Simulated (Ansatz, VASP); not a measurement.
Two plane-wave programs on AlGaN2

File POSCAR:

```
AlGaN2
1.0
    3.0466507372      0.0000000000      0.0000000000
    0.0000000000      3.0466507372      0.0000000000
    0.0000000000      0.0000000000      4.2911228018
Al Ga N
1 1 2
Direct
    0.5000000000      0.5000000000      0.5000000000
    0.0000000000      0.0000000000      0.0000000000
    0.5000000000      0.0000000000      0.7382648100
    0.0000000000      0.5000000000      0.2617351900
```

The input INCAR.step1:

```
SYSTEM = AlGaN2
ALGO     = Normal         ! electronic algorithm
EDIFF    = 1E-5           ! SCF threshold, eV
ENCUT    = 1460           ! plane-wave cutoff, eV
GGA      = PE             ! functional
GGA_COMPAT= .FALSE.      
ISMEAR   = 0              ! smearing method
LASPH    = .TRUE.         ! aspherical terms in the spheres
LCHARG   = .FALSE.        ! write CHGCAR
LREAL    = .FALSE.        ! projectors in reciprocal space
LWAVE    = .TRUE.         ! write WAVECAR
NBANDS   = 21             ! bands
NELM     = 120            ! most SCF steps
PREC     = Accurate       ! precision mode
SIGMA    = 0.05           ! smearing width, eV
```

INCAR.step2

```
SYSTEM = AlGaN2
ALGO     = Normal         ! electronic algorithm
EDIFF    = 1E-6           ! SCF threshold, eV
ENCUT    = 1460           ! plane-wave cutoff, eV
GGA_COMPAT= .FALSE.      
ISIF     = 2              ! what is computed and relaxed
ISMEAR   = 0              ! smearing method
ISTART   = 1            
LASPH    = .TRUE.         ! aspherical terms in the spheres
LCHARG   = .TRUE.         ! write CHGCAR
LELF     = .TRUE.         ! ELF
LMIXTAU  = .TRUE.       
LREAL    = .FALSE.        ! projectors in reciprocal space
LVHAR    = .TRUE.       
LWAVE    = .FALSE.        ! write WAVECAR
METAGGA  = R2SCAN         ! meta-GGA
NBANDS   = 21             ! bands
NELM     = 120            ! most SCF steps
PREC     = Accurate       ! precision mode
SIGMA    = 0.05           ! smearing width, eV
```

Contents of KPOINTS:

```
k-points
0
G
  8 8 6
  0 0 0
```

Input for Ansatz:

```yaml
crystal:
  lattice:
    - [3.0466507372, 0.0, 0.0]
    - [0.0, 3.0466507372, 0.0]
    - [0.0, 0.0, 4.2911228018]
  atoms:
    - { symbol: Al, position: [0.5, 0.5, 0.5] }
    - { symbol: Ga, position: [0.0, 0.0, 0.0] }
    - { symbol: "N", position: [0.5, 0.0, 0.73826481] }
    - { symbol: "N", position: [0.0, 0.5, 0.26173519] }
basis:
  ecutwfc: 500
kpoints:
  mp_grid: { grid: [8, 8, 6] }
hamiltonian:
  xc: r2scan
scf:
  occupations: { method: gaussian, width: 0.05 }
output:
  forces: true
  stress: true
  eigenvalues: true
```

Change from the starting cell: strain -0.030 along x and y, -0.030 along z, atoms carried along.

Alike in both runs: task single point; functional r2SCAN; k mesh 8 × 8 × 6; occupations gaussian, width 0.05 eV; no spin polarisation.

```csv
,VASP,Ansatz
version,VASP 6.6.1,Ansatz 0.2.0
potentials or method,"VASP PAW PBE potentials, release 64 (Al, Ga_d, N_h), cutoff 1460 eV","scalar-relativistic, plane waves, PAW"
valence electrons in the cell,26,26
```

```csv
,VASP,Ansatz,Ansatz less VASP
gap on the k mesh at the Fermi level (eV),3.89,3.89,+0.006
least direct gap on the mesh (eV),4.07,4.07,-0.006
pressure (GPa),22.3,21.9,-0.47
"traceless stress, the component that is largest in VASP (GPa)",-0.12,-0.17,-0.048
rms of the force components (eV/Å),0.009,0.031,+0.0223
```

VASP's potentials were made for PBE, not for r2SCAN. Atom by atom the forces differ by 0.040 eV/Å (rms over components). With one functional, cell and mesh, what is left measures potentials, basis and numerics.
